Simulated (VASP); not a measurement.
# Rb8Mg4H15 (a cell with a defect) in VASP: notebook

Runs on Rb8Mg4H15 (a cell with a defect). Level: PBEsol. Tasks: single point.

All numbers are computed with VASP 6.6.1; they aren't measurements. Logs are shortened: lines on timing, memory, paths and dates and some standing lists are left out, and cuts for length are marked.

## Step 1: The cell of the first run

The cell holds a defect, 27 atoms: a = 8.267 Å, b = 6.398 Å, c = 11.237 Å, α = 90.00°, β = 90.00°, γ = 90.00°.

## Step 2: Single point, PBEsol

Contents of INCAR:

```
PREC = Accurate
ENCUT = 520
EDIFF = 1E-6
ISMEAR = -1
SIGMA = 0.05
LREAL = Auto
LASPH = True
NELM = 60
ALGO = Normal
ISIF = 2
LWAVE = False
LCHARG = False
GGA = PS
NBANDS = 66
NELECT = 96.0
```

Contents of KPOINTS:

```
Automatic mesh
0
Gamma
  1 2 1
```

Contents of POSCAR:

```
Rb8Mg4H15
1.0
    8.2671220000      0.0000000000      0.0000000000
    0.0000000000      6.3978410000      0.0000000000
    0.0000000000      0.0000000000     11.2369330000
Rb Mg H
8 4 15
Direct
    0.1498465851      0.2376270370      0.5949132205
    0.6610039141      0.2628699275      0.9235082206
    0.8340508341      0.7272453317      0.4251782938
    0.3164099913      0.7327159271      0.0767469202
    0.5198907189      0.2456609972      0.2970917420
    1.0128675977      0.2593374859      0.2012203864
    0.4780986660      0.7353887038      0.7009563909
    0.0328893175      0.7802475866      0.7946741339
    0.2456477599      0.1940810970      0.9226538950
    0.6897563626      0.2766558281      0.5652610014
    0.7879525668      0.7907667602      0.0578360661
    0.2571874469      0.7929706287      0.4162345722
    0.3501702285      0.3343159044      0.8190580116
    0.7687923318      0.1157109094      0.6965601735
    0.6388075560      0.9204355032      0.1209226753
    0.1479354000      0.5535617406      0.3432253267
    0.8314501709      0.5516704776      0.1396377463
    0.2382570379      1.0492133206      0.3065783163
    0.2925685626     -0.0740562324      0.8767872871
    0.7578453542      0.5208944705      0.6234085404
    0.0491464865      0.2556956323      0.8602080301
    0.4824411688      0.3222180733      0.5181751996
    0.9781396718      0.9728281775      0.0131619544
    0.4829008209      0.8071316558      0.4189132390
    0.8266117278      0.2329535854      0.4254719682
    0.3357516679      0.2401122504      0.0677765009
    0.6763901633      0.7363734110      0.9031200951
```

Potentials or basis: VASP PAW PBE potentials, release 64 (Rb_sv, Mg, H).

Launch:

```sh
cat potpaw_PBE.64/Rb_sv/POTCAR potpaw_PBE.64/Mg/POTCAR potpaw_PBE.64/H/POTCAR > POTCAR
mpirun -np 1 vasp_std > vasp.out
```

OUTCAR:

```text
PREC = Accurate
   ENCUT = 520
   EDIFF = 1E-6
   ISMEAR = -1
   LREAL = Auto
   LASPH = True
   NELM = 60
   ISIF = 2
   GGA = PS
   NELECT = 96.0

 ion  position               nearest neighbor table
   1  0.150  0.238  0.595-  22 2.93  13 3.08  21 3.10  25 3.28  12 3.59   9 3.78   8 3.81  10 3.83
                            12 4.18   8 4.25   7 4.35   7 4.37  10 4.48   3 4.50   5 4.53   6 4.57
   2  0.661  0.263  0.924-  14 2.86  13 2.86  27 3.04  15 3.12  26 3.14  21 3.29   9 3.46  11 3.54
                            11 3.85  10 4.03   7 4.20   6 4.27   5 4.36   7 4.46   4 4.49   8 4.59
   3  0.834  0.727  0.425-  20 2.66  24 2.95  16 2.97  25 3.16  25 3.24  10 3.49  12 3.52  10 4.03
                            11 4.17   6 4.18   7 4.27   5 4.28   5 4.45   8 4.48   6 4.48   1 4.50
   4  0.316  0.733  0.077-  19 2.57  15 2.97  26 3.16  26 3.25  23 3.27  18 3.34   9 3.47  12 3.87
                             9 3.90  11 3.92   8 3.95   6 4.17   5 4.32  11 4.39   6 4.43   7 4.43
   5  0.520  0.246  0.297-  22 2.55  18 2.65  25 2.92  26 2.99  15 3.04  24 3.14  10 3.33  12 3.86
                             6 4.22   3 4.28   4 4.32   6 4.33  12 4.33   2 4.36   4 4.44   3 4.45
   6  0.013  0.259  0.201-  17 2.50  18 2.58  16 2.71  23 2.81  25 2.96  26 3.06   9 3.70  11 3.88
                             4 4.17   3 4.18  11 4.20   5 4.22   2 4.27   5 4.33  12 4.34   4 4.43
   7  0.478  0.735  0.701-  19 2.78  27 2.80  20 2.83  13 3.08  24 3.20  12 3.70  10 3.74   8 3.84
                            10 4.17   2 4.20   3 4.27   9 4.30   1 4.35   1 4.37   4 4.43   2 4.46
   8  0.033  0.780  0.795-  19 2.52  23 2.78  21 3.13  27 3.20  14 3.25   9 3.49  11 3.58   1 3.81
                             7 3.84   4 3.95   1 4.25   9 4.38   3 4.48   2 4.59  12 4.64   7 4.71
   9  0.246  0.194  0.923-  13 1.70  21 1.81  26 1.82  19 1.83   2 3.46   4 3.47   8 3.49   6 3.70
                             1 3.78   4 3.90   7 4.30   8 4.38   7 4.68
  10  0.690  0.277  0.565-  20 1.78  22 1.82  14 1.91  25 1.96   5 3.33   3 3.49   7 3.74   1 3.83
                             3 4.03   2 4.03   7 4.17   1 4.48
  11  0.788  0.791  0.058-  15 1.65  17 1.82  27 2.00  23 2.02   2 3.54   8 3.58   2 3.85   6 3.88
                             4 3.92   3 4.17   6 4.20   4 4.39   5 4.54
  12  0.257  0.793  0.416-  24 1.87  16 1.96  18 2.06   3 3.52   1 3.59   7 3.70   5 3.86   4 3.87
                             1 4.18   5 4.33   6 4.34   8 4.64   6 4.64
  13  0.350  0.334  0.819-   9 1.70   2 2.86   7 3.08   1 3.08
  14  0.769  0.116  0.697-  10 1.91   2 2.86   8 3.25
  15  0.639  0.920  0.121-  11 1.65   4 2.97   5 3.04   2 3.12
  16  0.148  0.554  0.343-  12 1.96   6 2.71   3 2.97
  17  0.831  0.552  0.140-  11 1.82   6 2.50
  18  0.238  0.049  0.307-  12 2.06   6 2.58   5 2.65   4 3.34
  19  0.293  0.926  0.877-   9 1.83   8 2.52   4 2.57   7 2.78
  20  0.758  0.521  0.623-  10 1.78   3 2.66   7 2.83
  21  0.049  0.256  0.860-   9 1.81   1 3.10   8 3.13   2 3.29
  22  0.482  0.322  0.518-  10 1.82   5 2.55   1 2.93
  23  0.978  0.973  0.013-  11 2.02   8 2.78   6 2.81   4 3.27
  24  0.483  0.807  0.419-  12 1.87   3 2.95   5 3.14   7 3.20
  25  0.827  0.233  0.425-  10 1.96   5 2.92   6 2.96   3 3.16   3 3.24   1 3.28
  26  0.336  0.240  0.068-   9 1.82   5 2.99   6 3.06   2 3.14   4 3.16   4 3.25
  27  0.676  0.736  0.903-  11 2.00   7 2.80   2 3.04   8 3.20

  LATTYP: Found a simple orthorhombic cell.
 ALAT       =     6.3978410000
 B/A-ratio  =     1.2921737192
 C/A-ratio  =     1.7563632794

  Lattice vectors:

 A1 = (   0.0000000000,  -6.3978410000,   0.0000000000)
 A2 = (   8.2671220000,   0.0000000000,   0.0000000000)
 A3 = (   0.0000000000,   0.0000000000,  11.2369330000)

Analysis of symmetry for initial positions (statically):
=====================================================================
 Subroutine PRICEL returns:
 Original cell was already a primitive cell.

 Routine SETGRP: Setting up the symmetry group for a
 simple orthorhombic supercell.

 Subroutine GETGRP returns: Found  1 space group operations
 (whereof  1 operations were pure point group operations)
 out of a pool of  8 trial point group operations.

The static configuration has the point symmetry C_1 .

Analysis of symmetry for dynamics (positions and initial velocities):
=====================================================================
 Subroutine PRICEL returns:
 Original cell was already a primitive cell.

 Routine SETGRP: Setting up the symmetry group for a
 simple orthorhombic supercell.

 Subroutine GETGRP returns: Found  1 space group operations
 (whereof  1 operations were pure point group operations)
 out of a pool of  8 trial point group operations.

[... 89 lines left out ...]
  Cartesian coordinates                     Fractional coordinates (reciprocal lattice)
     0.120961079  0.000000000  0.000000000     1.000000000  0.000000000  0.000000000
     0.000000000  0.078151364  0.000000000     0.000000000  0.500000000  0.000000000
     0.000000000  0.000000000  0.088992254     0.000000000  0.000000000  1.000000000

  Length of vectors
     0.120961079  0.078151364  0.088992254

  Shift w.r.t. Gamma in fractional coordinates (k-lattice)
     0.000000000  0.000000000  0.000000000

 Subroutine IBZKPT returns following result:
 ===========================================

 Found      2 irreducible k-points:

 Following reciprocal coordinates:
            Coordinates               Weight
  0.000000  0.000000  0.000000      1.000000
  0.000000  0.500000  0.000000      1.000000
   k-points           NKPTS =      2   k-points in BZ     NKDIM =      2   number of bands    NBANDS=     66
   number of dos      NEDOS =    301   number of ions     NIONS =     27
   total plane-waves  NPLWV = 258048
   dimension x,y,z NGX =    64 NGY =   48 NGZ =   84
   dimension x,y,z NGXF=   128 NGYF=   96 NGZF=  168
   ions per type =               8   4  15
   NGX,Y,Z   is equivalent  to a cutoff of  12.87, 12.47, 12.43 a.u.
   NGXF,Y,Z  is equivalent  to a cutoff of  25.74, 24.95, 24.85 a.u.
 SYSTEM =  unknown system
   PREC   = accura    normal or accurate (medium, high low for compatibility)
   ISTART =      0    job   : 0-new  1-cont  2-samecut
   ICHARG =      2    charge: 1-file 2-atom 10-const
   ISPIN  =      1    spin polarized calculation?
   LNONCOLLINEAR =      F non collinear calculations
   LSORBIT =      F    spin-orbit coupling
   LASPH  =      T    aspherical Exc in radial PAW
   ENCUT  =  520.0 eV  38.22 Ry    6.18 a.u.  15.37 11.90 20.89*2*pi/ulx,y,z
   NELM   =     60;   NELMIN=  2; NELMDL= -5     # of ELM steps
   EDIFF  = 0.1E-05   stopping-criterion for ELM
   LREAL  =      T    real-space projection
   EDIFFG = 0.1E-04   stopping-criterion for IOM
   NSW    =      0    number of steps for IOM
   IBRION =     -1    ionic relax: 0-MD 1-quasi-New 2-CG
   NFREE  =      0    steps in history (QN), initial steepest desc. (CG)
   ISIF   =      2    stress and relaxation
   ISYM   =      2    0-nonsym 1-usesym 2-fastsym
   POTIM  = 0.5000    time-step for ionic-motion
   TEBEG  =    0.0;   TEEND  =   0.0 temperature during run
   PSTRESS=    0.0 pullay stress
   NELECT =      96.0000    total number of electrons
   NUPDOWN=      -1.0000    fix difference up-down
   EMIN   =  10.00;   EMAX   =-10.00  energy-range for DOS
   EFERMI =   0.00;   METHOD = LEGACY
   ISMEAR =    -1;   SIGMA  =   0.05  broadening in eV -4-tet -1-fermi 0-gaus
   EFERMI_NEDOS =   21; number of points for ismear=-14 and -15
   IALGO  =     38    algorithm
   IMIX   =      4    mixing-type and parameters
     AMIX     =   0.40;   BMIX     =  1.00
     AMIX_MAG =   1.60;   BMIX_MAG =  1.00
  volume/ion in A,a.u.               =      22.01       148.55
  Fermi-wavevector in a.u.,A,eV,Ry     =   0.891566  1.684815 10.815128  0.794890
  Thomas-Fermi vector in A             =   2.013402
   LORBIT       =      0    0 simple, 1 ext, 2 COOP (PROOUT), +10 PAW based schemes
   GGA     = PS    functional components
   LHFCALC =     F    Hartree Fock is set to
   AEXX    =    0.0000 exact exchange contribution
   IVDW    =     0    specifies the selected vdW correction
   LEPSILON=     F    determine dielectric tensor
   LRPA    =     F    only Hartree local field effects (RPA)
 non-spin polarized calculation
  energy-cutoff  :      520.00
  volume of cell :      594.34
 maximum number of plane-waves:     16028
 NGX is ok and might be reduce to    64
   NGX = 31   NGY = 23   NGZ = 41

 number of electron      96.0000002 magnetization

 Free energy of the ion-electron system (eV)
  ---------------------------------------------------
  ext. energy  EPLUGINS =         0.00000000
  ---------------------------------------------------
  free energy    TOTEN  =       -65.41164059 eV

  energy without entropy =      -65.40349338  energy(sigma->0) =      -65.40756699

 E-fermi :   1.5694     XC(G=0):  -7.3530

 val. band max:        1.3589321415   @ k =   0.0000   0.5000   0.0000
 cond. band min:       1.7941017486   @ k =   0.0000   0.5000   0.0000
 fundamental gap:      0.4351696072
 Fermi energy:         1.5694326597

 k-point     1 :       0.0000    0.0000    0.0000
  band No.  band energies     occupation
      1     -27.6127      2.00000
      2     -27.4837      2.00000
      3     -27.3065      2.00000
      4     -27.2634      2.00000
      5     -27.1640      2.00000
      6     -27.0906      2.00000
[... 52 lines left out ...]
     59       3.7134      0.00000
     60       3.8369      0.00000

 k-point     2 :       0.0000    0.5000    0.0000
  band No.  band energies     occupation
      1     -27.6125      2.00000
      2     -27.4836      2.00000
      3     -27.3061      2.00000
      4     -27.2627      2.00000
      5     -27.1643      2.00000
      6     -27.0908      2.00000
[... 52 lines left out ...]
     59       3.6996      0.00000
     60       3.8501      0.00000
 [bands above 60 left out]

------------------------ aborting loop because EDIFF is reached ----------------------------------------

  FORCE on cell =-STRESS in cart. coord.  units (eV):
  Direction    XX          YY          ZZ          XY          YZ          ZX
  --------------------------------------------------------------------------------------
  -------------------------------------------------------------------------------------
  Total        6.5429262      4.7226091      4.7471687     -1.3146121     -0.4587406     -0.5364373
  in kB       17.6379060     12.7308384     12.7970441     -3.5438280     -1.2366367     -1.4460856
  external PRESSURE =      14.3885961 kB  Pullay stress =       0.0000000 kB

 VOLUME and BASIS-vectors are now :
 -----------------------------------------------------------------------------
  energy-cutoff  :      520.00
  volume of cell :      594.34
      direct lattice vectors                 reciprocal lattice vectors
     8.267122000  0.000000000  0.000000000     0.120961079  0.000000000  0.000000000
     0.000000000  6.397841000  0.000000000     0.000000000  0.156302728  0.000000000
     0.000000000  0.000000000 11.236933000     0.000000000  0.000000000  0.088992254

 POSITION                                       TOTAL-FORCE (eV/Angst)
 -----------------------------------------------------------------------------------
      1.23880      1.52030      6.68500        -0.089259      0.412664      0.030120
      5.46460      1.68180     10.37740         0.263283     -0.122632     -0.129933
      6.89520      4.65280      4.77770        -0.038750      0.055862     -0.183489
      2.61580      4.68780      0.86240         0.176181     -0.044297      0.472708
      4.29800      1.57170      3.33840        -0.278038     -0.170122     -0.446598
      0.10638      1.65920      2.26110         0.148180     -0.251872      0.226121
[... 19 lines left out ...]
      2.77570      1.53620      0.76160        -0.023213      0.210194      0.184712
      5.59180      4.71120     10.14830         0.335896     -0.122845      0.442562
 -----------------------------------------------------------------------------------
    total drift:                                0.002205      0.001479     -0.000444

  FREE ENERGIE OF THE ION-ELECTRON SYSTEM (eV)
  ---------------------------------------------------
  free  energy   TOTEN  =       -65.4116405946 eV

  energy  without entropy=      -65.4034933818  energy(sigma->0) =      -65.40756699
```

Wall time 4.3 min (1 thread of Intel Xeon Platinum 8259CL at 2.50GHz (Skylake/Cascade Lake), shared host); peak memory 0.55 GiB.

What came out:

```yaml
Free_energy: -65.4116 eV
Largest_force: 1.609 eV/Å
```

Forces on the atoms (eV/Å):
```
Rb  -0.089  0.413  0.030
Rb   0.263 -0.123 -0.130
Rb  -0.039  0.056 -0.183
Rb   0.176 -0.044  0.473
Rb  -0.278 -0.170 -0.447
Rb   0.148 -0.252  0.226
Rb   0.353 -0.028 -0.084
Rb  -0.829 -0.309 -0.356
Mg  -0.614 -0.391  0.005
Mg   0.417 -0.307  0.418
Mg   0.849 -0.443 -1.076
Mg  -0.059  0.192 -0.054
H    0.894  0.841 -0.694
H   -0.279 -0.227 -0.300
H   -0.913  1.052  0.806
H    0.348  0.327 -0.145
H   -0.184  0.086 -0.085
H   -0.060 -0.747  0.223
H    0.200  0.024  0.005
H    0.162  0.447  0.144
H   -0.304  0.249  0.030
H   -0.042 -0.074  0.232
H   -0.314 -0.528  0.340
H    0.158 -0.094 -0.158
H   -0.278 -0.036  0.153
H   -0.023  0.210  0.185
H    0.336 -0.123  0.443
```

Levels at points of the mesh, in eV from the Fermi level:
```csv
k point,band 46,band 47,band 48,band 49,band 50,band 51
"(0.00, 0.00, 0.00)",-3.07,-3.02,-0.62,0.35,0.62,0.92
"(0.00, 0.50, 0.00)",-3.14,-3.08,-0.21,0.22,0.30,0.71
```

Caveat: the k points lie up to 0.76 Å⁻¹ apart; the cell carries a net charge on a neutralising background, which shifts energy and pressure; the cell is charged against a uniform background, so pressure and absolute levels hang on convention; the PAW data sets were made with another functional, which shifts forces and pressure a little.

[end of part 1 of 2]
